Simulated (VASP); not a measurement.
# Sb (P-1) in VASP: settings compared

The runs below take Sb through single point, with LDA, PBE, PBEsol.

Program: VASP 6.6.1. These are calculated values, not measurements. Logs are shortened: lines on timing, memory, paths and dates and some standing lists are left out, and cuts for length are marked.

### 1 The cell of the first run

The typed cell holds 2 atoms: a = 3.353 Å, b = 3.353 Å, c = 5.808 Å, α = 73.22°, β = 73.22°, γ = 60.00°.

### 2 Single point, LDA

The input, INCAR:

```
PREC = Accurate
ENCUT = 520
EDIFF = 1E-7
ISMEAR = -1
SIGMA = 0.05
LREAL = False
LASPH = True
NELM = 80
ALGO = Normal
ISIF = 2
LWAVE = False
LCHARG = False
NBANDS = 12
```

The input, KPOINTS:

```
Automatic mesh
0
Gamma
  9 9 5
```

The input, POSCAR:

```
Sb
1.0
    0.0000000000     -2.3712425200     -2.3712425200
   -2.3712425200      0.0000000000     -2.3712425200
    2.3712425200      2.3712425200     -4.7424850400
Sb
2
Direct
    0.4898204400      0.4577360300      0.5601456900
    0.0101795600      0.0422639700      0.9398543100
```

Potentials or basis: VASP PAW LDA potentials, release 64 (Sb).

Command:

```sh
cat potpaw_LDA.64/Sb/POTCAR > POTCAR
mpirun -np 1 vasp_std > vasp.out
```

OUTCAR:

```text
PREC = Accurate
   ENCUT = 520
   EDIFF = 1E-7
   ISMEAR = -1
   LREAL = False
   LASPH = True
   NELM = 80
   ISIF = 2

 ion  position               nearest neighbor table
   1  0.490  0.458  0.560-   2 2.79   2 2.80   2 2.93
   2  0.010  0.042  0.940-   1 2.79   1 2.80   1 2.93

  LATTYP: Found a trigonal (rhomboedric) cell.
 ALAT       =     5.8083342304
 COS(alpha) =     0.8333333333

  Lattice vectors:

 A1 = (   2.3712425200,   4.7424850400,  -2.3712425200)
 A2 = (   4.7424850400,   2.3712425200,  -2.3712425200)
 A3 = (   2.3712425200,   2.3712425200,  -4.7424850400)

Analysis of symmetry for initial positions (statically):
=====================================================================
 Subroutine PRICEL returns:
 Original cell was already a primitive cell.

 Routine SETGRP: Setting up the symmetry group for a
 trigonal (rhombohedral) supercell.

 Subroutine GETGRP returns: Found  2 space group operations
 (whereof  1 operations were pure point group operations)
 out of a pool of 12 trial point group operations.

The static configuration has the point symmetry C_1 .
 The point group associated with its full space group is S_2 .

Analysis of symmetry for dynamics (positions and initial velocities):
=====================================================================
 Subroutine PRICEL returns:
 Original cell was already a primitive cell.

 Routine SETGRP: Setting up the symmetry group for a
 trigonal (rhombohedral) supercell.

 Subroutine GETGRP returns: Found  2 space group operations
 (whereof  1 operations were pure point group operations)
 out of a pool of 12 trial point group operations.

The dynamic configuration has the point symmetry C_1 .
 The point group associated with its full space group is S_2 .

 Subroutine INISYM returns: Found  2 space group operations
 (whereof  1 operations are pure point group operations),
 and found     1 'primitive' translations

----------------------------------------------------------------------------------------

                                     Primitive cell

  volume of cell :      53.3320

  direct lattice vectors                    reciprocal lattice vectors
     0.000000000 -2.371242520 -2.371242520     0.105429958 -0.316289875 -0.105429958
    -2.371242520  0.000000000 -2.371242520    -0.316289875  0.105429958 -0.105429958
     2.371242520  2.371242520 -4.742485040     0.105429958  0.105429958 -0.105429958

  length of vectors
     3.353443331  3.353443331  5.808334230     0.349671613  0.349671613  0.182610044

  position of ions in fractional coordinates (direct lattice)
     0.489820440  0.457736030  0.560145690
     0.010179560  0.042263970  0.939854310

  ion indices of the primitive-cell ions
   primitive index   ion index
                 1           1
                 2           2

----------------------------------------------------------------------------------------

 KPOINTS: Automatic mesh

Automatic generation of k-mesh.
 Grid dimensions read from file:
 generate k-points for:    9    9    5

 Generating k-lattice:

  Cartesian coordinates                     Fractional coordinates (reciprocal lattice)
     0.011714440 -0.035143319 -0.011714440     0.111111111  0.000000000 -0.000000000
    -0.035143319  0.011714440 -0.011714440     0.000000000  0.111111111 -0.000000000
     0.021085992  0.021085992 -0.021085992     0.000000000  0.000000000  0.200000000

  Length of vectors
     0.038852401  0.038852401  0.036522009

  Shift w.r.t. Gamma in fractional coordinates (k-lattice)
     0.000000000  0.000000000  0.000000000

 -----------------------------------------------------------------------------
|                                                                             |
|           W    W    AA    RRRRR   N    N  II  N    N   GGGG   !!!           |
|           W    W   A  A   R    R  NN   N  II  NN   N  G    G  !!!           |
|           W    W  A    A  R    R  N N  N  II  N N  N  G       !!!           |
|           W WW W  AAAAAA  RRRRR   N  N N  II  N  N N  G  GGG   !            |
|           WW  WW  A    A  R   R   N   NN  II  N   NN  G    G                |
|           W    W  A    A  R    R  N    N  II  N    N   GGGG   !!!           |
|                                                                             |
|     Your reciprocal lattice and k-lattice belong to different lattice       |
|     classes:                                                                |
|                                                                             |
|        The reciprocal lattice is rhombohedral (trigonal),                   |
|        whereas your k-lattice is base-centered monoclinic.                  |
|                                                                             |
|     Results are often still useful ...                                      |
|                                                                             |
 -----------------------------------------------------------------------------

 WARNING: IBZKPT: internal override: KBLOWUP is changed to .FALSE.
      ... skipping the blow-up phase ...

 Subroutine IBZKPT returns following result:
 ===========================================

 Found    203 irreducible k-points:

 Following reciprocal coordinates:
            Coordinates               Weight
  0.000000  0.000000  0.000000      1.000000
  0.111111  0.000000  0.000000      2.000000
  0.222222  0.000000  0.000000      2.000000
  0.333333  0.000000  0.000000      2.000000
  0.444444  0.000000  0.000000      2.000000
  0.000000  0.111111  0.000000      2.000000
[... 16 lines left out ...]
 -0.111111  0.222222 -0.000000      2.000000
  0.000000  0.333333  0.000000      2.000000
 [... further k-points ...]
   k-points           NKPTS =    203   k-points in BZ     NKDIM =    203   number of bands    NBANDS=     12
   number of dos      NEDOS =    301   number of ions     NIONS =      2
   total plane-waves  NPLWV =  37632
   dimension x,y,z NGX =    28 NGY =   28 NGZ =   48
   dimension x,y,z NGXF=    56 NGYF=   56 NGZF=   96
   ions per type =               2
   NGX,Y,Z   is equivalent  to a cutoff of  13.88, 13.88, 13.74 a.u.
   NGXF,Y,Z  is equivalent  to a cutoff of  27.76, 27.76, 27.48 a.u.
 SYSTEM =  unknown system
   PREC   = accura    normal or accurate (medium, high low for compatibility)
   ISTART =      0    job   : 0-new  1-cont  2-samecut
   ICHARG =      2    charge: 1-file 2-atom 10-const
   ISPIN  =      1    spin polarized calculation?
   LNONCOLLINEAR =      F non collinear calculations
   LSORBIT =      F    spin-orbit coupling
   LASPH  =      T    aspherical Exc in radial PAW
   ENCUT  =  520.0 eV  38.22 Ry    6.18 a.u.   6.24  6.24 10.80*2*pi/ulx,y,z
   NELM   =     80;   NELMIN=  2; NELMDL= -5     # of ELM steps
   EDIFF  = 0.1E-06   stopping-criterion for ELM
   LREAL  =      F    real-space projection
   EDIFFG = 0.1E-05   stopping-criterion for IOM
   NSW    =      0    number of steps for IOM
   IBRION =     -1    ionic relax: 0-MD 1-quasi-New 2-CG
   NFREE  =      0    steps in history (QN), initial steepest desc. (CG)
   ISIF   =      2    stress and relaxation
   ISYM   =      2    0-nonsym 1-usesym 2-fastsym
   POTIM  = 0.5000    time-step for ionic-motion
   TEBEG  =    0.0;   TEEND  =   0.0 temperature during run
   PSTRESS=    0.0 pullay stress
   NELECT =      10.0000    total number of electrons
   NUPDOWN=      -1.0000    fix difference up-down
   EMIN   =  10.00;   EMAX   =-10.00  energy-range for DOS
   EFERMI =   0.00;   METHOD = LEGACY
   ISMEAR =    -1;   SIGMA  =   0.05  broadening in eV -4-tet -1-fermi 0-gaus
   EFERMI_NEDOS =   21; number of points for ismear=-14 and -15
   IALGO  =     38    algorithm
   IMIX   =      4    mixing-type and parameters
     AMIX     =   0.40;   BMIX     =  1.00
     AMIX_MAG =   1.60;   BMIX_MAG =  1.00
  volume/ion in A,a.u.               =      26.67       179.95
  Fermi-wavevector in a.u.,A,eV,Ry     =   0.937013  1.770697 11.945820  0.877993
  Thomas-Fermi vector in A             =   2.064081
   LORBIT       =      0    0 simple, 1 ext, 2 COOP (PROOUT), +10 PAW based schemes
   GGA     = CA    functional components
   LHFCALC =     F    Hartree Fock is set to
   AEXX    =    0.0000 exact exchange contribution
   IVDW    =     0    specifies the selected vdW correction
   LEPSILON=     F    determine dielectric tensor
   LRPA    =     F    only Hartree local field effects (RPA)
 non-spin polarized calculation
  energy-cutoff  :      520.00
  volume of cell :       53.33
 maximum number of plane-waves:      1460
 NGX is ok and might be reduce to    28
   NGX = 13   NGY = 13   NGZ = 21

 number of electron      10.0000000 magnetization

 Free energy of the ion-electron system (eV)
  ---------------------------------------------------
  ext. energy  EPLUGINS =         0.00000000
  ---------------------------------------------------
  free energy    TOTEN  =        -8.78710177 eV

  energy without entropy =       -8.77711781  energy(sigma->0) =       -8.78210979

 E-fermi :   8.5750     XC(G=0): -10.2533

 val. band max:        8.5744548701   @ k =   0.4444   0.3333   0.0000
 cond. band min:       8.5754997270   @ k =   0.3333   0.3333   0.0000
 fundamental gap:      0.0010448569
 Fermi energy:         8.5750276028

 k-point     1 :       0.0000    0.0000    0.0000
  band No.  band energies     occupation
      1      -5.5305      2.00000
      2      -0.2710      2.00000
      3       3.3042      2.00000
      4      11.0453      0.00000
      5      11.5047      0.00000
      6      13.2889      0.00000
      7      13.8717      0.00000
      8      14.4692      0.00000
      9      16.2011      0.00000
     10      17.1023      0.00000
     11      17.3290      0.00000
     12      17.7255      0.00000
[... 331 lines left out ...]
 k-point    24 :       0.0000    0.3333    0.0000
  band No.  band energies     occupation
      1      -3.5490      2.00000
      2       0.8909      2.00000
      3       4.1114      2.00000
      4       5.5394      2.00000
      5       7.8585      2.00000
      6       8.7165      0.11154
      7      11.3616      0.00000
      8      12.1462      0.00000
      9      13.4767      0.00000
     10      16.0161      0.00000
     11      17.8385      0.00000
     12      20.2371      0.00000

 [... further k-points ...]

------------------------ aborting loop because EDIFF is reached ----------------------------------------

  FORCE on cell =-STRESS in cart. coord.  units (eV):
  Direction    XX          YY          ZZ          XY          YZ          ZX
  --------------------------------------------------------------------------------------
  -------------------------------------------------------------------------------------
  Total        3.0220573      2.8522531      2.8894842      0.2453658      0.6589926     -0.1766147
  in kB       90.7873546     85.6861707     86.8046502      7.3711745     19.7971734     -5.3057831
  external PRESSURE =      87.7593918 kB  Pullay stress =       0.0000000 kB

 VOLUME and BASIS-vectors are now :
 -----------------------------------------------------------------------------
  energy-cutoff  :      520.00
  volume of cell :       53.33
      direct lattice vectors                 reciprocal lattice vectors
     0.000000000 -2.371242520 -2.371242520     0.105429958 -0.316289875 -0.105429958
    -2.371242520  0.000000000 -2.371242520    -0.316289875  0.105429958 -0.105429958
     2.371242520  2.371242520 -4.742485040     0.105429958  0.105429958 -0.105429958

 POSITION                                       TOTAL-FORCE (eV/Angst)
 -----------------------------------------------------------------------------------
      0.24284      0.16676     -4.90337        -1.151136     -0.857942      0.843620
      2.12840      2.20448     -4.58160         1.151136      0.857942     -0.843620
 -----------------------------------------------------------------------------------
    total drift:                               -0.000000     -0.000000      0.000000

  FREE ENERGIE OF THE ION-ELECTRON SYSTEM (eV)
  ---------------------------------------------------
  free  energy   TOTEN  =        -8.7871017728 eV

  energy  without entropy=       -8.7771178119  energy(sigma->0) =       -8.78210979
```

Run time: 81 s. Hardware: 1 thread of Intel Xeon Platinum 8259CL at 2.50GHz (Skylake/Cascade Lake), shared host; peak memory 0.24 GiB.

What came out:

* Free energy: -8.7871 eV
* Pressure: 8.8 GPa
* Largest force: 1.665 eV/Å
* Band gap on the k mesh: zero (band 5 reaches 11.55 eV, above the bottom of band 6 at 7.22 eV)

Forces on the atoms (eV/Å):
```
Sb  -1.151 -0.858  0.844
Sb   1.151  0.858 -0.844
```

Stress tensor (GPa, compression positive):
```
 9.08  0.74 -0.53
 0.74  8.57  1.98
-0.53  1.98  8.68
```

Levels at points of the mesh, in eV from the Fermi level:
```tsv
k point	band 3	band 4	band 5	band 6	band 7	band 8
(0.00, 0.00, 0.00)	-5.27	2.47	2.93	4.71	5.30	5.89
```

Caveat: spin-orbit coupling is left out, which moves the levels of the heavy elements; forces of over 1 eV/Å act on the atoms, so gaps and moduli don't describe the material at rest.

[end of part 1 of 2]
